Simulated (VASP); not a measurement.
# Al (a cell with a defect) in VASP: notebook

Al (a cell with a defect) is run at these levels: PBE+D3(BJ); tasks: single point.

All numbers are computed with VASP 6.6.1; they aren't measurements. Logs are shortened: lines on timing, memory, paths and dates and some standing lists are left out, and cuts for length are marked.

## 1. The cell of the first run

The cell holds a defect, 31 atoms: a = 8.100 Å, b = 8.100 Å, c = 8.100 Å, α = 90.00°, β = 90.00°, γ = 90.00°.

## 2. Single point, PBE+D3(BJ)

File INCAR:

```
SYSTEM = Al
PREC = Accurate ; ENCUT = 520
EDIFF = 1E-6 ; ISMEAR = -1
SIGMA = 0.05 ; LREAL = Auto
LASPH = .True. ; NELM = 80
ALGO = Normal ; ISIF = 2
LWAVE = .False. ; LCHARG = .False.
GGA = PE ; IVDW = 12
NBANDS = 68
```

File KPOINTS:

```
Automatic mesh
0
Gamma
  3 3 3
  0 0 0
```

File POSCAR:

```
Al
1.0
    8.1000000000      0.0000000000      0.0000000000
    0.0000000000      8.1000000000      0.0000000000
    0.0000000000      0.0000000000      8.1000000000
Al
31
Direct
    0.5002928395      0.0026781481      0.0047201235
    0.7467122222      0.2490117284      0.0039748148
    0.7482664198      0.0016683951      0.2502124691
   -0.0017697531     -0.0010834568     -0.0011581481
    0.2459923457      0.2430809877     -0.0147476543
    0.5068125926      0.5036683951     -0.0172665432
    0.7505044444      0.7511496296     -0.0008551852
    0.2522792593      0.0053145679      0.2501756790
    0.3337886420      0.4204781481      0.2501566667
    0.7431501235      0.4967529630      0.2502616049
    0.5002630864      0.0026017284      0.4957002469
    0.7465904938      0.2489719753      0.4963776543
    0.7491441975      0.0002835802      0.7502090123
    0.0039788889      0.5011841975      0.0056641975
    0.2482008642      0.7453096296      0.0050462963
    0.0052124691      0.2532545679      0.2501881481
    0.4966344444      0.7449251852      0.2502579012
   -0.0016927160     -0.0009992593      0.5014914815
    0.2461367901      0.2432230864      0.5150381481
    0.5069833333      0.5038585185      0.5178085185
    0.7506111111      0.7512716049      0.5013429630
    0.2480195062     -0.0086683951      0.7501179012
    0.5019645679      0.2467667901      0.7501971605
    0.7597501235      0.5011725926      0.7503022222
    0.0001722222      0.7493253086      0.2502176543
    0.0038917284      0.5011834568      0.4947890123
    0.2481730864      0.7451814815      0.4952874074
   -0.0069256790      0.2495319753      0.7501216049
    0.2467708642      0.5019865432      0.7501965432
    0.4995798765      0.7578461728      0.7503041975
   -0.0004950617      0.7502676543      0.7502172840
```

Potentials or basis: VASP PAW PBE potentials, release 64 (Al).

On the command line:

```sh
$ cat potpaw_PBE.64/Al/POTCAR > POTCAR
$ mpirun -np 1 vasp_std > vasp.out
```

OUTCAR:

```text
SYSTEM = Al
   PREC = Accurate
   ENCUT = 520
   EDIFF = 1E-6
   ISMEAR = -1
   LREAL = Auto
   LASPH = .True.
   NELM = 80
   ISIF = 2
   GGA = PE
   IVDW = 12
 IVDW          = 12

 ion  position               nearest neighbor table
   1  0.500  0.003  0.005-   2 2.82   3 2.83   8 2.83   5 2.84  23 2.86  30 2.86   7 2.87  13 2.88
                            17 2.88  22 2.90  15 2.92
   2  0.747  0.249  0.004-   1 2.82   3 2.83  10 2.83   6 2.84  23 2.86  28 2.87   4 2.87  13 2.88
                            16 2.89  24 2.90  14 2.92
   3  0.748  0.002  0.250-   1 2.83  12 2.83  11 2.83   2 2.83  18 2.87   4 2.87  21 2.87   7 2.87
                            25 2.89  17 2.91  16 2.91
   4  0.998  0.999  0.999-   5 2.82   7 2.84  31 2.85  13 2.85  22 2.86  28 2.86  25 2.87   3 2.87
                             2 2.87  15 2.88   8 2.90  16 2.90
   5  0.246  0.243  0.985-   9 2.68  22 2.79  28 2.80  23 2.82   4 2.82  29 2.83   1 2.84  14 2.87
                             8 2.88  16 2.90   6 2.99
   6  0.507  0.504  0.983-   9 2.67  24 2.78  30 2.79  23 2.81   7 2.82  29 2.83   2 2.84  15 2.87
                            10 2.89  17 2.92   5 2.99
   7  0.751  0.751  0.999-   6 2.82   4 2.84  31 2.85  13 2.85  24 2.86  30 2.86  25 2.87   3 2.87
                             1 2.87  14 2.88  17 2.89  10 2.90
   8  0.252  0.005  0.250-   1 2.83  11 2.83  16 2.84   5 2.88  19 2.88  17 2.89  18 2.89  15 2.89
                             4 2.90  27 2.90  25 2.91
   9  0.334  0.420  0.250-   6 2.67  20 2.67  19 2.68   5 2.68  17 2.94  16 2.99
  10  0.743  0.497  0.250-  12 2.83   2 2.83  17 2.83  20 2.89   6 2.89  26 2.90   7 2.90  21 2.90
                            14 2.90  16 2.90  25 2.92
  11  0.500  0.003  0.496-  12 2.82   3 2.83   8 2.83  19 2.84  23 2.86  30 2.86  21 2.87  17 2.88
                            13 2.88  22 2.90  27 2.92
  12  0.747  0.249  0.496-  11 2.82   3 2.83  10 2.83  20 2.84  23 2.86  28 2.87  18 2.87  13 2.88
                            16 2.89  24 2.90  26 2.92
  13  0.749  0.000  0.750-  30 2.82  28 2.82  23 2.83   4 2.85  21 2.85  18 2.85   7 2.85  31 2.87
                             2 2.88  12 2.88   1 2.88  11 2.88
  14  0.004  0.501  0.006-  15 2.80  16 2.82  25 2.82  29 2.85  24 2.86   5 2.87   7 2.88  31 2.89
                            10 2.90  28 2.91   2 2.92
  15  0.248  0.745  0.005-  14 2.80  25 2.83  17 2.83  29 2.85  22 2.87   6 2.87  31 2.88   4 2.88
                             8 2.89  30 2.90   1 2.92
  16  0.005  0.253  0.250-  14 2.82  26 2.82   8 2.84   2 2.89  12 2.89  18 2.90   4 2.90  10 2.90
                             5 2.90  19 2.90   3 2.91   9 2.99
  17  0.497  0.745  0.250-  27 2.83  15 2.83  10 2.83  11 2.88   1 2.88   8 2.89   7 2.89  21 2.89
                             3 2.91  20 2.92   6 2.92   9 2.94
  18  0.998  0.999  0.501-  19 2.82  21 2.84  31 2.85  13 2.85  22 2.85  28 2.86  25 2.87   3 2.87
[... 13 lines left out ...]
  25  0.000  0.749  0.250-  14 2.82  26 2.82  27 2.82  15 2.83  21 2.87   7 2.87  18 2.87   4 2.87
                             3 2.89   8 2.91  10 2.92
  26  0.004  0.501  0.495-  27 2.80  16 2.82  25 2.82  29 2.85  24 2.86  19 2.87  21 2.88  31 2.89
                            10 2.90  28 2.91  12 2.92
  27  0.248  0.745  0.495-  26 2.80  25 2.82  17 2.83  29 2.85  22 2.87  20 2.87  31 2.88  18 2.89
                             8 2.90  30 2.90  11 2.92
  28  0.993  0.250  0.750-  24 2.78   5 2.80  19 2.80  13 2.82  18 2.86   4 2.86   2 2.87  12 2.87
                            29 2.90  26 2.91  14 2.91  22 2.94
  29  0.247  0.502  0.750-   6 2.83  20 2.83  19 2.83   5 2.83  31 2.84  27 2.85  15 2.85  14 2.85
                            26 2.85  28 2.90  30 2.91  23 2.92
  30  0.500  0.758  0.750-  22 2.78  20 2.79   6 2.79  13 2.82   1 2.86  11 2.86   7 2.86  21 2.86
                            15 2.90  27 2.90  29 2.91  24 2.96
  31  1.000  0.750  0.750-  24 2.80  22 2.80  29 2.84   4 2.85  18 2.85  21 2.85   7 2.85  13 2.87
                            15 2.88  27 2.88  26 2.89  14 2.89

  LATTYP: Found a simple cubic cell.
 ALAT       =     8.1000000000

  Lattice vectors:

 A1 = (   8.1000000000,   0.0000000000,   0.0000000000)
 A2 = (   0.0000000000,   8.1000000000,   0.0000000000)
 A3 = (   0.0000000000,   0.0000000000,   8.1000000000)

Analysis of symmetry for initial positions (statically):
=====================================================================
 Subroutine PRICEL returns:
 Original cell was already a primitive cell.

 Routine SETGRP: Setting up the symmetry group for a
 simple cubic supercell.

 Subroutine GETGRP returns: Found  1 space group operations
 (whereof  1 operations were pure point group operations)
 out of a pool of 48 trial point group operations.

The static configuration has the point symmetry C_1 .

Analysis of symmetry for dynamics (positions and initial velocities):
=====================================================================
 Subroutine PRICEL returns:
 Original cell was already a primitive cell.

 Routine SETGRP: Setting up the symmetry group for a
 simple cubic supercell.

 Subroutine GETGRP returns: Found  1 space group operations
 (whereof  1 operations were pure point group operations)
[... 114 lines left out ...]

 Following reciprocal coordinates:
            Coordinates               Weight
  0.000000  0.000000  0.000000      1.000000
  0.333333  0.000000  0.000000      2.000000
  0.000000  0.333333  0.000000      2.000000
  0.000000  0.000000  0.333333      2.000000
  0.333333  0.333333  0.000000      2.000000
  0.000000  0.333333  0.333333      2.000000
  0.333333  0.000000  0.333333      2.000000
 -0.333333  0.333333  0.000000      2.000000
 -0.333333  0.000000  0.333333      2.000000
  0.000000 -0.333333  0.333333      2.000000
  0.333333  0.333333  0.333333      2.000000
 -0.333333  0.333333  0.333333      2.000000
 -0.333333 -0.333333  0.333333      2.000000
  0.333333 -0.333333  0.333333      2.000000
   k-points           NKPTS =     14   k-points in BZ     NKDIM =     14   number of bands    NBANDS=     68
   number of dos      NEDOS =    301   number of ions     NIONS =     31
   total plane-waves  NPLWV = 216000
   dimension x,y,z NGX =    60 NGY =   60 NGZ =   60
   dimension x,y,z NGXF=   120 NGYF=  120 NGZF=  120
   ions per type =              31
   NGX,Y,Z   is equivalent  to a cutoff of  12.31, 12.31, 12.31 a.u.
   NGXF,Y,Z  is equivalent  to a cutoff of  24.63, 24.63, 24.63 a.u.
 SYSTEM =  Al
   PREC   = accura    normal or accurate (medium, high low for compatibility)
   ISTART =      0    job   : 0-new  1-cont  2-samecut
   ICHARG =      2    charge: 1-file 2-atom 10-const
   ISPIN  =      1    spin polarized calculation?
   LNONCOLLINEAR =      F non collinear calculations
   LSORBIT =      F    spin-orbit coupling
   LASPH  =      T    aspherical Exc in radial PAW
   ENCUT  =  520.0 eV  38.22 Ry    6.18 a.u.  15.06 15.06 15.06*2*pi/ulx,y,z
   NELM   =     80;   NELMIN=  2; NELMDL= -5     # of ELM steps
   EDIFF  = 0.1E-05   stopping-criterion for ELM
   LREAL  =      T    real-space projection
   EDIFFG = 0.1E-04   stopping-criterion for IOM
   NSW    =      0    number of steps for IOM
   IBRION =     -1    ionic relax: 0-MD 1-quasi-New 2-CG
   NFREE  =      0    steps in history (QN), initial steepest desc. (CG)
   ISIF   =      2    stress and relaxation
   ISYM   =      2    0-nonsym 1-usesym 2-fastsym
   POTIM  = 0.5000    time-step for ionic-motion
   TEBEG  =    0.0;   TEEND  =   0.0 temperature during run
   PSTRESS=    0.0 pullay stress
   NELECT =      93.0000    total number of electrons
   NUPDOWN=      -1.0000    fix difference up-down
   EMIN   =  10.00;   EMAX   =-10.00  energy-range for DOS
   EFERMI =   0.00;   METHOD = LEGACY
   ISMEAR =    -1;   SIGMA  =   0.05  broadening in eV -4-tet -1-fermi 0-gaus
   EFERMI_NEDOS =   21; number of points for ismear=-14 and -15
   IALGO  =     38    algorithm
   IMIX   =      4    mixing-type and parameters
     AMIX     =   0.40;   BMIX     =  1.00
     AMIX_MAG =   1.60;   BMIX_MAG =  1.00
  volume/ion in A,a.u.               =      17.14       115.69
  Fermi-wavevector in a.u.,A,eV,Ry     =   0.915695  1.730412 11.408446  0.838497
  Thomas-Fermi vector in A             =   2.040466
   LORBIT       =      0    0 simple, 1 ext, 2 COOP (PROOUT), +10 PAW based schemes
   GGA     = PE    functional components
   LHFCALC =     F    Hartree Fock is set to
   AEXX    =    0.0000 exact exchange contribution
   IVDW    =    12    specifies the selected vdW correction
   LEPSILON=     F    determine dielectric tensor
   LRPA    =     F    only Hartree local field effects (RPA)
 non-spin polarized calculation
  energy-cutoff  :      520.00
  volume of cell :      531.44
 maximum number of plane-waves:     14358
   NGX = 31   NGY = 31   NGZ = 31

 number of electron      93.0000000 magnetization

 Free energy of the ion-electron system (eV)
  ---------------------------------------------------
  ext. energy  EPLUGINS =         0.00000000
  ---------------------------------------------------
  free energy    TOTEN  =      -115.48864367 eV

  energy without entropy =     -115.39527333  energy(sigma->0) =     -115.44195850

 E-fermi :   7.4664     XC(G=0): -10.0328

 val. band max:        7.4411671189   @ k =  -0.3333  -0.3333   0.3333
 cond. band min:       7.4881518966   @ k =  -0.3333   0.3333   0.3333
 fundamental gap:      0.0469847778
 Fermi energy:         7.4663843333

 k-point     1 :       0.0000    0.0000    0.0000
  band No.  band energies     occupation
      1      -3.3628      2.00000
      2      -1.2616      2.00000
      3      -1.2300      2.00000
      4      -1.1611      2.00000
      5      -1.1603      2.00000
      6      -1.0192      2.00000
[... 843 lines left out ...]
     57       9.2666      0.00000
     58       9.4977      0.00000
 [bands above 58 left out]

------------------------ aborting loop because EDIFF is reached ----------------------------------------

 Edisp (eV)  -10.02880

 E8    (eV) :    -4.4851

  FORCE on cell =-STRESS in cart. coord.  units (eV):
  Direction    XX          YY          ZZ          XY          YZ          ZX
  --------------------------------------------------------------------------------------
  -------------------------------------------------------------------------------------
  Total     -14.06085   -14.07824   -10.99532     0.29278    -0.00431    -0.00800
  in kB     -42.39035   -42.44278   -33.14845     0.88268    -0.01299    -0.02412
  external pressure =      -39.33 kB  Pullay stress =        0.00 kB

 VOLUME and BASIS-vectors are now :
 -----------------------------------------------------------------------------
  energy-cutoff  :      520.00
  volume of cell :      531.44
      direct lattice vectors                 reciprocal lattice vectors
     8.100000000  0.000000000  0.000000000     0.123456790  0.000000000  0.000000000
     0.000000000  8.100000000  0.000000000     0.000000000  0.123456790  0.000000000
     0.000000000  0.000000000  8.100000000     0.000000000  0.000000000  0.123456790

 POSITION                                       TOTAL-FORCE (eV/Angst)
 -----------------------------------------------------------------------------------
      4.05237      0.02169      0.03823         0.004100     -0.018788     -0.008622
      6.04837      2.01700      0.03220         0.024535     -0.004622      0.000963
      6.06096      0.01351      2.02672         0.005244     -0.001698      0.000402
      8.08566      8.09122      8.09062         0.007720     -0.012733     -0.000338
      1.99254      1.96896      7.98054         0.043658     -0.012318      0.017218
      4.10518      4.07971      7.96014         0.020739     -0.036764      0.033311
[... 23 lines left out ...]
      4.04660      6.13855      6.07746         0.004350     -0.034787     -0.001795
      8.09599      6.07717      6.07676         0.004904     -0.010111      0.001885
 -----------------------------------------------------------------------------------
    total drift:                               -0.009846      0.014567      0.004876

  FREE ENERGIE OF THE ION-ELECTRON SYSTEM (eV)
  ---------------------------------------------------
  free  energy   TOTEN  =      -125.5174414502 eV

  energy  without entropy=     -125.4240711178  energy(sigma->0) =     -125.47075628
```

Wall time 15 min (1 thread of Oxide Virtual Turin-like, shared host); peak memory 0.59 GiB.

What came out:

| Property | Result |
| --- | --- |
| Free energy | -125.5174 eV |
| Pressure | -3.9 GPa |
| Largest force | 0.590 eV/Å |
| Band gap on the k mesh | zero (an odd number of electrons rules out a gap without spin polarisation) |
| Dispersion energy per atom | -0.324 eV |

Forces in eV/Å, atoms in the order of the input:
```
Al   0.004 -0.019 -0.009
Al   0.025 -0.005  0.001
Al   0.005 -0.002  0.000
Al   0.008 -0.013  0.000
Al   0.044 -0.012  0.017
Al   0.021 -0.037  0.033
Al   0.016 -0.003 -0.007
Al   0.004 -0.025  0.000
Al  -0.438  0.394  0.004
Al   0.024 -0.007 -0.002
Al   0.003 -0.019  0.007
Al   0.026 -0.003 -0.001
Al   0.002 -0.005  0.002
Al   0.020 -0.013  0.001
Al   0.019 -0.014  0.008
Al  -0.009 -0.017  0.001
Al   0.018  0.006 -0.001
Al   0.008 -0.013  0.000
Al   0.041 -0.014 -0.017
Al   0.015 -0.039 -0.039
Al   0.015 -0.006  0.007
Al   0.009 -0.020  0.000
Al   0.015 -0.015  0.001
Al   0.012 -0.002 -0.002
Al   0.010 -0.014  0.001
Al   0.019 -0.014 -0.001
Al   0.018 -0.013 -0.006
Al   0.025 -0.005  0.000
Al   0.014 -0.009  0.001
Al   0.004 -0.035 -0.002
Al   0.005 -0.010  0.002
```

Levels at points of the mesh, in eV from the Fermi level:
| k point | band 44 | band 45 | band 46 | band 47 | band 48 | band 49 | band 50 | band 51 |
| --- | --- | --- | --- | --- | --- | --- | --- | --- |
| (0.00, 0.00, 0.00) | -0.27 | -0.24 | 0.24 | 0.41 | 0.48 | 0.56 | 0.58 | 0.59 |

(Part 1 of 2 ends here.)

The gap in the log of VASP goes by the Fermi energy; the results here count the filled bands.